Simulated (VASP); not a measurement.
# Al2O3 (P-3m1) in VASP: further runs

Aim: see how the results for Al2O3 move with the level of theory and the settings. Levels: PBE+D4, LDA. Tasks: relaxation of cell and atoms, single point.

All numbers are computed with VASP 6.6.1; they aren't measurements. Logs are shortened: lines on timing, memory, paths and dates and some standing lists are left out, and cuts for length are marked.

### Step 1. The cell of the first run

Symmetry: P-3m1, No. 164, trigonal system. Conventional cell: a = 3.017 Å, b = 3.017 Å, c = 7.575 Å, α = 90.00°, β = 90.00°, γ = 120.00°. Al (site symmetry 3m) has 4 O at 1.68 to 1.84 Å within 2.2 Å. Within 2.2 Å of O (site symmetry -3m) lie 2 Al at 1.68 Å. Within 2.4 Å of O (site symmetry 3m) lie 3 Al at 1.84 Å.

### Step 2. Relaxation of cell and atoms, PBE+D4

INCAR

```
SYSTEM = Al2O3
ALGO = Normal ; EDIFF = 1E-6
EDIFFG = -0.01 ; ENCUT = 600
GGA = PE ; IBRION = 2
ISIF = 3 ; ISMEAR = -1
IVDW = 13 ; LASPH = .TRUE.
LCHARG = .FALSE. ; LREAL = .FALSE.
LWAVE = .FALSE. ; NELM = 80
NSW = 60 ; PREC = Accurate
SIGMA = 0.05
```

KPOINTS

```
k-points
0
G
  7 7 3
  0 0 0
```

POSCAR

```
Al2O3
1.0
    3.0174825440      0.0000000000      0.0000000000
   -1.5087412720      2.6132165386      0.0000000000
    0.0000000000      0.0000000000      7.5746360022
Al O
2 3
Direct
    0.0000000000      0.0000000000      0.7220490000
    0.0000000000      0.0000000000      0.2779510000
    0.0000000000      0.0000000000      0.5000000000
    0.6666666667      0.3333333333      0.8005460000
    0.3333333333      0.6666666667      0.1994540000
```

Potentials or basis: VASP PAW PBE potentials, release 64 (Al, O).

Run with:

```
$ cat potpaw_PBE.64/Al/POTCAR potpaw_PBE.64/O/POTCAR > POTCAR
$ mpirun -np 1 vasp_std > vasp.out
```

OUTCAR:

```text
SYSTEM = Al2O3
   EDIFF = 1E-6
   EDIFFG = -0.01
   ENCUT = 600
   GGA = PE
   IBRION = 2
   ISIF = 3
   ISMEAR = -1
   IVDW = 13
   LASPH = .TRUE.
   LREAL = .FALSE.
   NELM = 80
   NSW = 60
   PREC = Accurate

 ion  position               nearest neighbor table
   1  0.000  0.000  0.722-   3 1.68   4 1.84   4 1.84   4 1.84   2 3.36
   2  0.000  0.000  0.278-   3 1.68   5 1.84   5 1.84   5 1.84   1 3.36
   3  0.000  0.000  0.500-   1 1.68   2 1.68
   4  0.667  0.333  0.801-   1 1.84   1 1.84   1 1.84
   5  0.333  0.667  0.199-   2 1.84   2 1.84   2 1.84

  LATTYP: Found a hexagonal cell.
 ALAT       =     3.0174825440
 C/A-ratio  =     2.5102501478

  Lattice vectors:

 A1 = (   3.0174825440,   0.0000000000,   0.0000000000)
 A2 = (  -1.5087412720,   2.6132165386,   0.0000000000)
 A3 = (   0.0000000000,   0.0000000000,   7.5746360022)

Analysis of symmetry for initial positions (statically):
=====================================================================
 Subroutine PRICEL returns:
 Original cell was already a primitive cell.

 Routine SETGRP: Setting up the symmetry group for a
 hexagonal supercell.

 Subroutine GETGRP returns: Found 12 space group operations
 (whereof 12 operations were pure point group operations)
 out of a pool of 24 trial point group operations.

The static configuration has the point symmetry D_3d.

Analysis of symmetry for dynamics (positions and initial velocities):
=====================================================================
 Subroutine PRICEL returns:
 Original cell was already a primitive cell.

 Routine SETGRP: Setting up the symmetry group for a
 hexagonal supercell.

 Subroutine GETGRP returns: Found 12 space group operations
 (whereof 12 operations were pure point group operations)
 out of a pool of 24 trial point group operations.

The dynamic configuration has the point symmetry D_3d.

 Subroutine INISYM returns: Found 12 space group operations
 (whereof 12 operations are pure point group operations),
 and found     1 'primitive' translations

----------------------------------------------------------------------------------------

                                     Primitive cell

  volume of cell :      59.7285

  direct lattice vectors                    reciprocal lattice vectors
     3.017482544  0.000000000  0.000000000     0.331402083  0.191335082  0.000000000
    -1.508741272  2.613216539  0.000000000     0.000000000  0.382670163  0.000000000
     0.000000000  0.000000000  7.574636002     0.000000000  0.000000000  0.132019545

  length of vectors
     3.017482544  3.017482544  7.574636002     0.382670163  0.382670163  0.132019545

  position of ions in fractional coordinates (direct lattice)
     0.000000000  0.000000000  0.722049000
     0.000000000  0.000000000  0.277951000
     0.000000000  0.000000000  0.500000000
     0.666666667  0.333333333  0.800546000
     0.333333333  0.666666667  0.199454000

  ion indices of the primitive-cell ions
   primitive index   ion index
                 1           1
                 2           2
                 3           3
                 4           4
                 5           5

----------------------------------------------------------------------------------------

 KPOINTS: k-points

Automatic generation of k-mesh.
 Grid dimensions read from file:
 generate k-points for:    7    7    3

 Generating k-lattice:

  Cartesian coordinates                     Fractional coordinates (reciprocal lattice)
     0.047343155  0.027333583  0.000000000     0.142857143  0.000000000  0.000000000
     0.000000000  0.054667166  0.000000000     0.000000000  0.142857143  0.000000000
     0.000000000  0.000000000  0.044006515     0.000000000  0.000000000  0.333333333

  Length of vectors
     0.054667166  0.054667166  0.044006515

  Shift w.r.t. Gamma in fractional coordinates (k-lattice)
     0.000000000  0.000000000  0.000000000

 Subroutine IBZKPT returns following result:
 ===========================================

 Found     20 irreducible k-points:

 Following reciprocal coordinates:
            Coordinates               Weight
  0.000000  0.000000  0.000000      1.000000
  0.142857  0.000000  0.000000      6.000000
  0.285714  0.000000  0.000000      6.000000
  0.428571  0.000000  0.000000      6.000000
  0.142857  0.142857  0.000000      6.000000
  0.285714  0.142857  0.000000     12.000000
[... 12 lines left out ...]
  0.428571  0.142857  0.333333     12.000000
  0.285714  0.285714  0.333333     12.000000
   k-points           NKPTS =     20   k-points in BZ     NKDIM =     20   number of bands    NBANDS=     16
   number of dos      NEDOS =    301   number of ions     NIONS =      5
   total plane-waves  NPLWV =  36864
   dimension x,y,z NGX =    24 NGY =   24 NGZ =   64
   dimension x,y,z NGXF=    48 NGYF=   48 NGZF=  128
   ions per type =               2   3
   NGX,Y,Z   is equivalent  to a cutoff of  13.22, 13.22, 14.05 a.u.
   NGXF,Y,Z  is equivalent  to a cutoff of  26.45, 26.45, 28.09 a.u.
 SYSTEM =  Al2O3
   PREC   = accura    normal or accurate (medium, high low for compatibility)
   ISTART =      0    job   : 0-new  1-cont  2-samecut
   ICHARG =      2    charge: 1-file 2-atom 10-const
   ISPIN  =      1    spin polarized calculation?
   LNONCOLLINEAR =      F non collinear calculations
   LSORBIT =      F    spin-orbit coupling
   LASPH  =      T    aspherical Exc in radial PAW
   ENCUT  =  600.0 eV  44.10 Ry    6.64 a.u.   6.03  6.03 15.13*2*pi/ulx,y,z
   NELM   =     80;   NELMIN=  2; NELMDL= -5     # of ELM steps
   EDIFF  = 0.1E-05   stopping-criterion for ELM
   LREAL  =      F    real-space projection
   EDIFFG = -.1E-01   stopping-criterion for IOM
   NSW    =     60    number of steps for IOM
   IBRION =      2    ionic relax: 0-MD 1-quasi-New 2-CG
   NFREE  =      1    steps in history (QN), initial steepest desc. (CG)
   ISIF   =      3    stress and relaxation
   ISYM   =      2    0-nonsym 1-usesym 2-fastsym
   POTIM  = 0.5000    time-step for ionic-motion
   TEBEG  =    0.0;   TEEND  =   0.0 temperature during run
   PSTRESS=    0.0 pullay stress
   NELECT =      24.0000    total number of electrons
   NUPDOWN=      -1.0000    fix difference up-down
   EMIN   =  10.00;   EMAX   =-10.00  energy-range for DOS
   EFERMI =   0.00;   METHOD = LEGACY
   ISMEAR =    -1;   SIGMA  =   0.05  broadening in eV -4-tet -1-fermi 0-gaus
   EFERMI_NEDOS =   21; number of points for ismear=-14 and -15
   IALGO  =     38    algorithm
   IMIX   =      4    mixing-type and parameters
     AMIX     =   0.40;   BMIX     =  1.00
     AMIX_MAG =   1.60;   BMIX_MAG =  1.00
  volume/ion in A,a.u.               =      11.95        80.61
  Fermi-wavevector in a.u.,A,eV,Ry     =   1.208049  2.282882 19.856107  1.459383
  Thomas-Fermi vector in A             =   2.343669
   LORBIT       =      0    0 simple, 1 ext, 2 COOP (PROOUT), +10 PAW based schemes
   GGA     = PE    functional components
   LHFCALC =     F    Hartree Fock is set to
   AEXX    =    0.0000 exact exchange contribution
   IVDW    =    13    specifies the selected vdW correction
   LEPSILON=     F    determine dielectric tensor
   LRPA    =     F    only Hartree local field effects (RPA)
 conjugate gradient relaxation of ions
 non-spin polarized calculation
  energy-cutoff  :      600.00
  volume of cell :       59.73
 maximum number of plane-waves:      2016
   NGX = 13   NGY = 13   NGZ = 31

--------------------------------------- Ionic step        1  -------------------------------------------

 number of electron      24.0000008 magnetization

 Free energy of the ion-electron system (eV)
  ---------------------------------------------------
  ext. energy  EPLUGINS =         0.00000000
  ---------------------------------------------------
  free energy    TOTEN  =       -36.20143157 eV

  energy without entropy =      -36.20143157  energy(sigma->0) =      -36.20143157

------------------------ aborting loop because EDIFF is reached ----------------------------------------

  DFT-D4 for vdW energy calculation

  Edisp (eV):   -1.00408

  FORCE on cell =-STRESS in cart. coord.  units (eV):
  Direction    XX          YY          ZZ          XY          YZ          ZX
  --------------------------------------------------------------------------------------
  -------------------------------------------------------------------------------------
  Total      -1.32160    -1.32160    -1.26765     0.00000     0.00000     0.00000
  in kB     -35.45103   -35.45103   -34.00387     0.00000     0.00000     0.00000
  external pressure =      -34.97 kB  Pullay stress =        0.00 kB
[... 106 lines left out ...]
  FREE ENERGIE OF THE ION-ELECTRON SYSTEM (eV)
  ---------------------------------------------------
  free  energy   TOTEN  =       -37.2188594597 eV

  energy  without entropy=      -37.2188594596  energy(sigma->0) =      -37.21885946

[... ionic steps 4 to 13 ...]

--------------------------------------- Ionic step       14  -------------------------------------------

 number of electron      24.0000009 magnetization

------------------------ aborting loop because EDIFF is reached ----------------------------------------

  DFT-D4 for vdW energy calculation

  Edisp (eV):   -1.04932
[... 75 lines left out ...]
  energy  without entropy=      -37.2256875751  energy(sigma->0) =      -37.22568758

--------------------------------------- Ionic step       16  -------------------------------------------

 number of electron      24.0000008 magnetization

 Free energy of the ion-electron system (eV)
  ---------------------------------------------------
  ext. energy  EPLUGINS =         0.00000000
  ---------------------------------------------------
  free energy    TOTEN  =       -36.17682305 eV

  energy without entropy =      -36.17682305  energy(sigma->0) =      -36.17682305

 E-fermi :   5.3263     XC(G=0):  -9.9482

 val. band max:        4.2737683357   @ k =   0.0000   0.0000   0.0000
 cond. band min:       6.6936731864   @ k =   0.0000   0.0000   0.0000
 fundamental gap:      2.4199048506
 Fermi energy:         5.3263341058

 k-point     1 :       0.0000    0.0000    0.0000
  band No.  band energies     occupation
      1     -15.5187      2.00000
      2     -15.2785      2.00000
      3     -12.6767      2.00000
      4      -1.6384      2.00000
      5      -0.4312      2.00000
      6       0.4722      2.00000
[... 8 lines left out ...]
     15      11.8247      0.00000
     16      14.9861      0.00000
[... 395 lines left out ...]
  FREE ENERGIE OF THE ION-ELECTRON SYSTEM (eV)
  ---------------------------------------------------
  free  energy   TOTEN  =       -37.2257532213 eV

  energy  without entropy=      -37.2257532212  energy(sigma->0) =      -37.22575322

 reached required accuracy - stopping structural energy minimisation
```

Run time: 74 s. Hardware: 1 thread of Intel Xeon 6975P-C (Granite Rapids), shared host; peak memory 0.18 GiB.

Results:

```
Free energy                            : -37.2258 eV
Relaxed volume                         : 11.43 Å³/atom
Relaxed cell                           : a = 2.993 Å, b = 2.993 Å, c = 7.366 Å, α = 90.00°, β = 90.00°, γ = 120.00°
Space group after relaxing (to 0.05 Å) : P-3m1 (No. 164)
Energy gained by relaxing              : 4.0 meV/atom
Ionic steps                            : 16
Pressure after relaxing                : 0.0 GPa
Largest force after relaxing           : 0.010 eV/Å
Band gap on the k mesh                 : 2.42 eV, direct
Dispersion energy per atom             : -0.210 eV
```

Forces on the atoms (eV/Å):
```
Al   0.000  0.000  0.010
Al   0.000  0.000 -0.010
O    0.000  0.000  0.000
O    0.000  0.000  0.006
O    0.000  0.000 -0.006
```

Step by step:
| step | energy change (eV) | largest force (eV/Å) | pressure (GPa) | volume (Å³) |
| --- | --- | --- | --- | --- |
| 1 | 0.0000 | 0.1062 | -3.50 | 59.73 |
| 2 | -0.0008 | 0.4250 | 3.35 | 57.50 |
| 3 | -0.0133 | 0.1578 | -0.15 | 58.58 |
| 4 | -0.0123 | 0.2742 | 0.10 | 58.31 |
| 5 | -0.0143 | 0.0945 | -0.08 | 58.47 |
| 6 | -0.0149 | 0.0557 | -0.01 | 58.38 |
| 7 | -0.0151 | 0.0805 | 0.07 | 58.22 |
| 8 | -0.0151 | 0.0620 | 0.05 | 58.27 |
| 9 | -0.0157 | 0.0557 | -0.06 | 58.23 |
| 10 | -0.0171 | 0.0417 | -0.34 | 58.09 |
| 11 | -0.0184 | 0.0664 | -0.94 | 57.82 |
| 12 | -0.0188 | 0.0601 | -0.85 | 57.75 |
| 13 | -0.0196 | 0.0389 | -0.53 | 57.54 |
| 14 | -0.0202 | 0.0488 | 0.09 | 57.12 |
| 15 | -0.0202 | 0.0462 | 0.00 | 57.16 |
| 16 | -0.0202 | 0.0098 | -0.01 | 57.13 |

Final structure:
```
Al O
1.0
     2.99277    0.00000    0.00000
    -1.49638    2.59181    0.00000
     0.00000    0.00000    7.36577
Al O
2 3
Direct
  0.00000 0.00000 0.72710
  0.00000 0.00000 0.27290
  0.00000 0.00000 0.50000
  0.66667 0.33333 0.80769
  0.33333 0.66667 0.19231
```

Levels at points of the mesh, in eV from the valence-band top:
| k point | band 8 | band 9 | band 10 | band 11 | band 12 | band 13 | band 14 | band 15 | band 16 |
| --- | --- | --- | --- | --- | --- | --- | --- | --- | --- |
| (0.00, 0.00, 0.00) | -3.77 | -3.77 | -2.32 | 0.00 | 0.00 | 2.42 | 4.53 | 7.55 | 10.71 |

### Step 3. Single point, LDA

INCAR

```
SYSTEM = Al2O3
PREC = Accurate ; ENCUT = 520
EDIFF = 1E-6 ; ISMEAR = -1
SIGMA = 0.05 ; LREAL = .FALSE.
LASPH = .TRUE. ; NELM = 80
ALGO = Normal ; ISIF = 2
LWAVE = .FALSE. ; LCHARG = .TRUE.
LELF = .TRUE. ; LVHAR = .TRUE.
NBANDS = 20
```

KPOINTS

```
Automatic mesh
0
G
  10 10 4
  0 0 0
```

POSCAR is that of step 2.

Potentials or basis: VASP PAW LDA potentials, release 64 (Al, O).

Run with:

```
$ cat potpaw_LDA.64/Al/POTCAR potpaw_LDA.64/O/POTCAR > POTCAR
$ mpirun -np 1 vasp_std > vasp.out
```

It took 29 s on 1 thread of Intel Xeon Platinum 8488C (Sapphire Rapids), shared host; peak memory 0.17 GiB.

Results (log left out):

```yaml
Free_energy: -39.6852 eV
Pressure: -7.6 GPa
Largest_force: 0.430 eV/Å
Band_gap_on_the_k_mesh: 2.19 eV, direct
```

Forces on the atoms (eV/Å):
```
Al   0.000  0.000 -0.113
Al   0.000  0.000  0.113
O    0.000  0.000  0.000
O    0.000  0.000 -0.430
O    0.000  0.000  0.430
```

Stress tensor (GPa, compression positive):
```
-7.80  0.00  0.00
 0.00 -7.80  0.00
 0.00  0.00 -7.09
```

Levels at points of the mesh, in eV from the valence-band top:
```csv
k point,band 8,band 9,band 10,band 11,band 12,band 13,band 14,band 15,band 16,band 17
"(0.00, 0.00, 0.00)",-3.70,-3.70,-2.33,0.00,0.00,2.19,4.18,7.17,10.31,10.32
"(0.50, 0.00, 0.00)",-4.29,-3.57,-3.08,-1.77,-0.49,4.41,6.03,7.96,8.71,9.43
"(0.00, 0.00, 0.50)",-3.69,-3.63,-3.14,0.00,0.00,3.13,3.24,7.93,8.53,11.68
"(0.50, 0.00, 0.50)",-4.34,-3.46,-3.32,-1.70,-0.49,4.87,5.41,7.91,8.41,10.14
```

A k mesh can miss the band edges. A hybrid or GW would open this gap; LDA tends to underestimate it.
